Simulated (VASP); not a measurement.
# In3GaSbN (P4/mmm) in VASP: further runs

Runs on In3GaSbN. Level: PBE. Tasks: single point.

Everything below comes from runs of VASP 6.6.1. Logs are shortened: lines on timing, memory, paths and dates and some standing lists are left out, and cuts for length are marked.

**1. The cell of the first run**

It takes space group P4/mmm (No. 123, tetragonal). Conventional cell: a = 3.908 Å, b = 3.908 Å, c = 9.836 Å, α = 90.00°, β = 90.00°, γ = 90.00°. In (site symmetry 4mm) has 1 N at 2.16 Å and 1 Ga at 2.76 Å within 2.9 Å. Within 3.6 Å of In (site symmetry 4/mmm) lie 4 N at 2.76 Å and 8 In at 3.51 Å. Ga (site symmetry 4/mmm) has 2 In at 2.76 Å and 4 Sb at 2.76 Å within 3.6 Å. Within 3.6 Å of Sb (site symmetry 4/mmm) lie 4 Ga at 2.76 Å. Within 2.9 Å of N (site symmetry 4/mmm) lie 6 In at 2.16 to 2.76 Å.

The cell was generated, and may not be a known phase.

**2. Single point, PBE**

Contents of INCAR:

```
SYSTEM = In3GaSbN
PREC     = Accurate       ! precision mode
ENCUT    = 520            ! plane-wave cutoff, eV
EDIFF    = 1E-6           ! SCF threshold, eV
ISMEAR   = 0              ! smearing method
SIGMA    = 0.1            ! smearing width, eV
LREAL    = .False.        ! projectors in reciprocal space
LASPH    = .True.         ! aspherical terms in the spheres
NELM     = 60             ! most SCF steps
ALGO     = Normal         ! electronic algorithm
ISIF     = 2              ! what is computed and relaxed
LWAVE    = .False.        ! write WAVECAR
LCHARG   = .False.        ! write CHGCAR
GGA      = PE             ! functional
NBANDS   = 40             ! bands
```

Contents of KPOINTS:

```
Automatic mesh
0
Gamma
  4 4 4
  0 0 0
```

Contents of POSCAR:

```
In3GaSbN
1.0
    3.9078407635      0.0000000000      0.0000000000
    0.0000000000      3.9078407635      0.0000000000
    0.0000000000      0.0000000000      9.8360979392
In Ga Sb N
3 1 1 1
Direct
    0.0000000000      0.0000000000      0.7802908270
    0.0000000000      0.0000000000      0.2197091730
    0.5000000000      0.5000000000      0.0000000000
    0.0000000000      0.0000000000      0.5000000000
    0.5000000000      0.5000000000      0.5000000000
    0.0000000000      0.0000000000      0.0000000000
```

Potentials or basis: VASP PAW PBE potentials, release 64 (In_d, Ga_d, Sb, N).

Run with:

```sh
cat potpaw_PBE.64/In_d/POTCAR potpaw_PBE.64/Ga_d/POTCAR potpaw_PBE.64/Sb/POTCAR potpaw_PBE.64/N/POTCAR > POTCAR
mpirun -np 1 vasp_std > vasp.out
```

OUTCAR:

```text
SYSTEM = In3GaSbN
   PREC = Accurate
   ENCUT = 520
   EDIFF = 1E-6
   ISMEAR = 0
   LREAL = .False.
   LASPH = .True.
   NELM = 60
   ISIF = 2
   GGA = PE

 ion  position               nearest neighbor table
   1  0.000  0.000  0.780-   6 2.16   4 2.76   3 3.51   3 3.51   3 3.51   3 3.51   5 3.90   5 3.90
                             5 3.90   5 3.90
   2  0.000  0.000  0.220-   6 2.16   4 2.76   3 3.51   3 3.51   3 3.51   3 3.51   5 3.90   5 3.90
                             5 3.90   5 3.90
   3  0.500  0.500  0.000-   6 2.76   6 2.76   6 2.76   6 2.76   2 3.51   2 3.51   1 3.51   2 3.51
                             1 3.51   1 3.51   2 3.51   1 3.51
   4  0.000  0.000  0.500-   1 2.76   2 2.76   5 2.76   5 2.76   5 2.76   5 2.76
   5  0.500  0.500  0.500-   4 2.76   4 2.76   4 2.76   4 2.76   2 3.90   2 3.90   1 3.90   2 3.90
                             1 3.90   1 3.90   2 3.90   1 3.90
   6  0.000  0.000  0.000-   1 2.16   2 2.16   3 2.76   3 2.76   3 2.76   3 2.76

  LATTYP: Found a simple tetragonal cell.
 ALAT       =     3.9078407635
 C/A-ratio  =     2.5170160543

  Lattice vectors:

 A1 = (   3.9078407635,   0.0000000000,   0.0000000000)
 A2 = (   0.0000000000,   3.9078407635,   0.0000000000)
 A3 = (   0.0000000000,   0.0000000000,   9.8360979392)

Analysis of symmetry for initial positions (statically):
=====================================================================
 Subroutine PRICEL returns:
 Original cell was already a primitive cell.

 Routine SETGRP: Setting up the symmetry group for a
 simple tetragonal supercell.

 Subroutine GETGRP returns: Found 16 space group operations
 (whereof 16 operations were pure point group operations)
 out of a pool of 16 trial point group operations.

The static configuration has the point symmetry D_4h.

Analysis of symmetry for dynamics (positions and initial velocities):
=====================================================================
 Subroutine PRICEL returns:
 Original cell was already a primitive cell.

 Routine SETGRP: Setting up the symmetry group for a
 simple tetragonal supercell.

 Subroutine GETGRP returns: Found 16 space group operations
 (whereof 16 operations were pure point group operations)
 out of a pool of 16 trial point group operations.

The dynamic configuration has the point symmetry D_4h.

 Subroutine INISYM returns: Found 16 space group operations
 (whereof 16 operations are pure point group operations),
 and found     1 'primitive' translations

----------------------------------------------------------------------------------------

                                     Primitive cell

  volume of cell :     150.2092

  direct lattice vectors                    reciprocal lattice vectors
     3.907840763  0.000000000  0.000000000     0.255895790  0.000000000  0.000000000
     0.000000000  3.907840763  0.000000000     0.000000000  0.255895790  0.000000000
     0.000000000  0.000000000  9.836097939     0.000000000  0.000000000  0.101666332

  length of vectors
     3.907840763  3.907840763  9.836097939     0.255895790  0.255895790  0.101666332

  position of ions in fractional coordinates (direct lattice)
     0.000000000  0.000000000  0.780290827
     0.000000000  0.000000000  0.219709173
     0.500000000  0.500000000  0.000000000
     0.000000000  0.000000000  0.500000000
     0.500000000  0.500000000  0.500000000
     0.000000000  0.000000000  0.000000000

  ion indices of the primitive-cell ions
   primitive index   ion index
                 1           1
                 2           2
                 3           3
                 4           4
                 5           5
                 6           6

----------------------------------------------------------------------------------------

 KPOINTS: Automatic mesh

Automatic generation of k-mesh.
 Grid dimensions read from file:
 generate k-points for:    4    4    4

 Generating k-lattice:

  Cartesian coordinates                     Fractional coordinates (reciprocal lattice)
     0.063973948  0.000000000  0.000000000     0.250000000  0.000000000  0.000000000
     0.000000000  0.063973948  0.000000000     0.000000000  0.250000000  0.000000000
     0.000000000  0.000000000  0.025416583     0.000000000  0.000000000  0.250000000

  Length of vectors
     0.063973948  0.063973948  0.025416583

  Shift w.r.t. Gamma in fractional coordinates (k-lattice)
     0.000000000  0.000000000  0.000000000

 Subroutine IBZKPT returns following result:
 ===========================================

 Found     18 irreducible k-points:

 Following reciprocal coordinates:
            Coordinates               Weight
  0.000000  0.000000  0.000000      1.000000
  0.250000  0.000000  0.000000      4.000000
  0.500000  0.000000  0.000000      2.000000
  0.250000  0.250000  0.000000      4.000000
  0.500000  0.250000  0.000000      4.000000
  0.500000  0.500000  0.000000      1.000000
[... 10 lines left out ...]
[... 38 lines left out ...]
   LORBIT       =      0    0 simple, 1 ext, 2 COOP (PROOUT), +10 PAW based schemes
   GGA     = PE    functional components
   LHFCALC =     F    Hartree Fock is set to
   AEXX    =    0.0000 exact exchange contribution
   IVDW    =     0    specifies the selected vdW correction
   LEPSILON=     F    determine dielectric tensor
   LRPA    =     F    only Hartree local field effects (RPA)
 non-spin polarized calculation
 Gauss-broadening in eV      SIGMA  =   0.10
  energy-cutoff  :      520.00
  volume of cell :      150.21
 maximum number of plane-waves:      4085
 NGX is ok and might be reduce to    30
   NGX = 15   NGY = 15   NGZ = 37

 number of electron      61.9999987 magnetization

 Free energy of the ion-electron system (eV)
  ---------------------------------------------------
  ext. energy  EPLUGINS =         0.00000000
  ---------------------------------------------------
  free energy    TOTEN  =       -20.25704924 eV

  energy without entropy =      -20.23434256  energy(sigma->0) =      -20.24569590

 E-fermi :   5.7119     XC(G=0):  -9.6998

 val. band max:        5.6920167616   @ k =   0.2500   0.2500   0.5000
 cond. band min:       5.7300478909   @ k =   0.5000   0.5000   0.0000
 fundamental gap:      0.0380311293
 Fermi energy:         5.7119145866

 k-point     1 :       0.0000    0.0000    0.0000
  band No.  band energies     occupation
      1      -9.7008      2.00000
      2      -9.2271      2.00000
      3      -9.2089      2.00000
      4      -9.2008      2.00000
      5      -9.1972      2.00000
      6      -9.1972      2.00000
[... 32 lines left out ...]
     39      11.1292      0.00000
     40      11.4593      0.00000

 k-point     2 :       0.2500    0.0000    0.0000
  band No.  band energies     occupation
      1      -9.6485      2.00000
      2      -9.2268      2.00000
      3      -9.2054      2.00000
      4      -9.2005      2.00000
      5      -9.1967      2.00000
      6      -9.1822      2.00000
[... 32 lines left out ...]
     39      10.9155      0.00000
     40      11.0290      0.00000

 k-point     3 :       0.5000    0.0000    0.0000
  band No.  band energies     occupation
      1      -9.5987      2.00000
      2      -9.2446      2.00000
      3      -9.2137      2.00000
      4      -9.1963      2.00000
      5      -9.1905      2.00000
      6      -9.1418      2.00000
[... 32 lines left out ...]
     39      10.5866      0.00000
     40      10.7847      0.00000

 k-point     4 :       0.2500    0.2500    0.0000
  band No.  band energies     occupation
      1      -9.6479      2.00000
      2      -9.2526      2.00000
      3      -9.2050      2.00000
      4      -9.2030      2.00000
      5      -9.1818      2.00000
      6      -9.1799      2.00000
[... 32 lines left out ...]
     39      10.6335      0.00000
     40      11.2406      0.00000
[... 514 lines left out ...]
     39      10.5642      0.00000
     40      11.0110      0.00000

 k-point    17 :       0.5000    0.2500    0.5000
  band No.  band energies     occupation
      1      -9.5704      2.00000
      2      -9.3358      2.00000
      3      -9.2767      2.00000
      4      -9.2119      2.00000
      5      -9.2032      2.00000
      6      -9.1682      2.00000
[... 32 lines left out ...]
     39      10.5377      0.00000
     40      11.1993      0.00000

 k-point    18 :       0.5000    0.5000    0.5000
  band No.  band energies     occupation
      1      -9.6391      2.00000
      2      -9.3294      2.00000
      3      -9.3071      2.00000
      4      -9.2091      2.00000
      5      -9.2091      2.00000
      6      -9.1542      2.00000
[... 32 lines left out ...]
     39      10.6749      0.00000
     40      10.6749      0.00000

------------------------ aborting loop because EDIFF is reached ----------------------------------------

  FORCE on cell =-STRESS in cart. coord.  units (eV):
  Direction    XX          YY          ZZ          XY          YZ          ZX
  --------------------------------------------------------------------------------------
  -------------------------------------------------------------------------------------
  Total        0.2404553      0.2404553      0.3155620      0.0000000      0.0000000     -0.0000000
  in kB        2.5647698      2.5647698      3.3658807      0.0000000      0.0000000     -0.0000000
  external PRESSURE =       2.8318067 kB  Pullay stress =       0.0000000 kB

 VOLUME and BASIS-vectors are now :
 -----------------------------------------------------------------------------
  energy-cutoff  :      520.00
  volume of cell :      150.21
      direct lattice vectors                 reciprocal lattice vectors
     3.907840763  0.000000000  0.000000000     0.255895790  0.000000000  0.000000000
     0.000000000  3.907840763  0.000000000     0.000000000  0.255895790  0.000000000
     0.000000000  0.000000000  9.836097939     0.000000000  0.000000000  0.101666332

 POSITION                                       TOTAL-FORCE (eV/Angst)
 -----------------------------------------------------------------------------------
      0.00000      0.00000      7.67502         0.000000     -0.000000     -0.025803
      0.00000      0.00000      2.16108        -0.000000      0.000000      0.025803
      1.95392      1.95392      0.00000        -0.000000     -0.000000      0.000000
      0.00000      0.00000      4.91805        -0.000000     -0.000000      0.000000
      1.95392      1.95392      4.91805        -0.000000     -0.000000      0.000000
      0.00000      0.00000      0.00000        -0.000000     -0.000000      0.000000
 -----------------------------------------------------------------------------------
    total drift:                                0.000000      0.000000     -0.000000

  FREE ENERGIE OF THE ION-ELECTRON SYSTEM (eV)
  ---------------------------------------------------
  free  energy   TOTEN  =       -20.2570492425 eV

  energy  without entropy=      -20.2343425603  energy(sigma->0) =      -20.24569590
```

It took 2.3 min on 1 thread of Intel Xeon Platinum 8124M at 3.00GHz (Skylake/Cascade Lake), shared host; peak memory 0.32 GiB.

Results:

* Free energy: -20.2570 eV
* Pressure: 0.3 GPa
* Largest force: 0.026 eV/Å
* Band gap on the k mesh: zero (bands 31 and 32 overlap by 1.62 eV)

Forces on the atoms (eV/Å):
```
In   0.000  0.000 -0.026
In   0.000  0.000  0.026
In   0.000  0.000  0.000
Ga   0.000  0.000  0.000
Sb   0.000  0.000  0.000
N    0.000  0.000  0.000
```

Stress tensor (GPa, compression positive):
```
0.26 0.00 0.00
0.00 0.26 0.00
0.00 0.00 0.34
```

Caveat: the k points lie up to 0.40 Å⁻¹ apart, too coarse for converged energies and pressures of a metal; spin-orbit coupling is left out, which moves the levels of the heavy elements.

**3. Single point, PBE**

This run uses another cell than the first one, of 44.83 Å³/atom.

Contents of INCAR:

```
SYSTEM = In3GaSbN
  PREC = Accurate
  ENCUT = 520
  EDIFF = 1E-6
  ISMEAR = 0
  SIGMA = 0.1
  LREAL = .FALSE.
  LASPH = .TRUE.
  NELM = 60
  ALGO = Normal
  ISIF = 2
  LWAVE = .FALSE.
  LCHARG = .TRUE.
  GGA = PE
  LELF = .TRUE.
  LVHAR = .TRUE.
  NBANDS = 40
```

Contents of KPOINTS:

```
Automatic mesh
0
G
  4 4 4
  0 0 0
```

Contents of POSCAR:

```
In3GaSbN
1.0
    6.3510653100      0.0000000000      0.0000000000
    0.0000000000      6.3510653100      0.0000000000
    0.0000000000      0.0000000000      6.6689078000
In Ga Sb N
3 1 1 1
Direct
    0.0000000000      0.0000000000      0.7984798100
    0.0000000000      0.0000000000      0.2015201900
    0.5000000000      0.5000000000      0.0000000000
    0.0000000000      0.0000000000      0.5000000000
    0.5000000000      0.5000000000      0.5000000000
    0.0000000000      0.0000000000      0.0000000000
```

Potentials or basis: VASP PAW PBE potentials, release 64 (In_d, Ga_d, Sb, N).

Run with:

```sh
cat potpaw_PBE.64/In_d/POTCAR potpaw_PBE.64/Ga_d/POTCAR potpaw_PBE.64/Sb/POTCAR potpaw_PBE.64/N/POTCAR > POTCAR
mpirun -np 1 vasp_std > vasp.out
```

Wall time 3.5 min (1 thread of Intel Xeon Platinum 8124M at 3.00GHz (Skylake/Cascade Lake), shared host); peak memory 0.46 GiB.

It converged, with:

```
Free energy            : 10.1401 eV
Pressure               : 40.4 GPa
Largest force          : 48.323 eV/Å
Band gap on the k mesh : zero (bands 31 and 32 overlap by 0.85 eV)
```

Forces on the atoms (eV/Å):
```
In    0.000   0.000 -48.323
In    0.000   0.000  48.323
In    0.000   0.000   0.000
Ga    0.000   0.000   0.000
Sb    0.000   0.000   0.000
N     0.000   0.000   0.000
```

Stress tensor (GPa, compression positive):
```
 -1.91   0.00   0.00
  0.00  -1.91   0.00
  0.00   0.00 125.14
```

Levels at points of the mesh, in eV from the Fermi level:
```csv
k point,band 27,band 28,band 29,band 30,band 31,band 32,band 33,band 34,band 35,band 36
"(0.00, 0.00, 0.00)",-4.27,-1.97,-1.66,-0.70,-0.70,1.33,1.33,1.88,1.88,2.13
"(0.50, 0.00, 0.00)",-4.12,-1.86,-1.84,-0.79,-0.56,0.55,0.81,1.26,1.87,2.11
"(0.50, 0.50, 0.00)",-4.21,-1.83,-1.79,-1.11,-1.11,1.22,1.22,1.69,1.69,1.73
"(0.00, 0.00, 0.50)",-4.48,-4.01,-1.05,-1.05,0.63,0.63,0.97,1.00,1.00,2.06
"(0.50, 0.00, 0.50)",-4.33,-4.11,-0.73,-0.52,-0.38,-0.22,0.54,0.99,1.03,2.18
"(0.50, 0.50, 0.50)",-4.53,-4.07,-1.51,-1.51,0.43,0.43,0.89,0.89,1.02,2.19
```

Caveat: atoms lie so close that the PAW spheres overlap strongly, which falsifies energies and pressures; the stress differs along the axes, from -2 to 125 GPa; spin-orbit coupling is left out, which moves the levels of the heavy elements; forces of over 1 eV/Å act on the atoms, so gaps and moduli don't describe the material at rest.

**4. Single point, PBE**

This run uses another cell than the first one, of 25.17 Å³/atom.

Contents of INCAR:

```
SYSTEM = In3GaSbN
PREC = Accurate
ENCUT = 520
EDIFF = 1E-6
ISMEAR = 0
SIGMA = 0.1
LREAL = .False.
LASPH = .True.
NELM = 80
ALGO = Normal
ISIF = 2
LWAVE = .False.
LCHARG = .False.
GGA = PE
NBANDS = 40
```

Contents of KPOINTS:

```
Automatic mesh
0
Gamma
  10 10 4
  0 0 0
```

Contents of POSCAR:

```
In3GaSbN
1.0
    3.8894709622      0.0000000000      0.0000000000
    0.0000000000      3.8894709622      0.0000000000
    0.0000000000      0.0000000000      9.9828111080
In Ga Sb N
3 1 1 1
Direct
    0.0000000000      0.0000000000      0.7817680417
    0.0000000000      0.0000000000      0.2182319583
    0.5000000000      0.5000000000      0.0000000000
    0.0000000000      0.0000000000      0.5000000000
    0.5000000000      0.5000000000      0.5000000000
    0.0000000000      0.0000000000      0.0000000000
```

Run with:

```sh
cat potpaw_PBE.64/In_d/POTCAR potpaw_PBE.64/Ga_d/POTCAR potpaw_PBE.64/Sb/POTCAR potpaw_PBE.64/N/POTCAR > POTCAR
mpirun -np 1 vasp_std > vasp.out
```

Wall time 10 min (1 thread of Intel Xeon Platinum 8124M at 3.00GHz (Skylake/Cascade Lake), shared host); peak memory 0.51 GiB.

Results (log left out):

```yaml
Free_energy: -20.3498 eV
Pressure: 0.0 GPa
Largest_force: 0.019 eV/Å
Band_gap_on_the_k_mesh: zero (bands 31 and 32 overlap by 2.13 eV)
```

Forces in eV/Å, atoms in the order of the input:
```
In   0.000  0.000 -0.019
In   0.000  0.000  0.019
In   0.000  0.000  0.000
Ga   0.000  0.000  0.000
Sb   0.000  0.000  0.000
N    0.000  0.000  0.000
```

Levels at points of the mesh, in eV from the Fermi level:
```
           k point  band 29  band 30  band 31  band 32  band 33  band 34
(0.00, 0.00, 0.00)    -1.30    -1.30    -1.12     0.61     2.33     3.90
(0.50, 0.00, 0.00)    -1.52     0.17     0.25     0.98     1.64     1.96
(0.50, 0.50, 0.00)    -3.13    -1.83    -0.92    -0.49    -0.04    -0.04
(0.00, 0.00, 0.50)    -1.34    -1.34    -0.62    -0.13     2.72     3.39
(0.50, 0.00, 0.50)    -1.52    -0.44     0.60     0.89     0.98     2.34
(0.50, 0.50, 0.50)    -3.15    -3.04    -0.30     0.60     0.60     0.81
```

Caveat: spin-orbit coupling is left out, which moves the levels of the heavy elements.

**5. Overview**

| cell | k mesh | gap on the mesh (eV) | pressure (GPa) | largest force (eV/Å) |
| --- | --- | --- | --- | --- |
| a = 3.908, b = 3.908, c = 9.836 Å, 6 atoms, atomic positions A | 4 × 4 × 4 | none | 0.3 | 0.03 |
| a = 6.351, b = 6.351, c = 6.669 Å, 6 atoms, atomic positions B | 4 × 4 × 4 | none | 40.4 | 48.32 |
| a = 3.889, b = 3.889, c = 9.983 Å, 6 atoms, atomic positions C | 10 × 10 × 4 | none | 0.0 | 0.02 |

Alike in all rows: task single point; level PBE; potentials or basis VASP PAW PBE potentials, release 64 (In_d, Ga_d, Sb, N); no spin polarisation; cutoff (eV) 520; smearing gaussian 0.1 eV.

Caveats: some runs use coarse meshes; spin-orbit coupling is left out, which moves the levels of the heavy elements; atoms lie so close that the PAW spheres overlap strongly, which falsifies energies and pressures (at least some runs); the stress differs along the axes, from -2 to 125 GPa (at least some runs); forces of over 1 eV/Å act on the atoms, so gaps and moduli don't describe the material at rest (at least some runs).

Total energies depend on the potentials used, so only differences within one code and one set of settings carry meaning.

The gap in the log of VASP goes by the Fermi energy; the results here count the filled bands.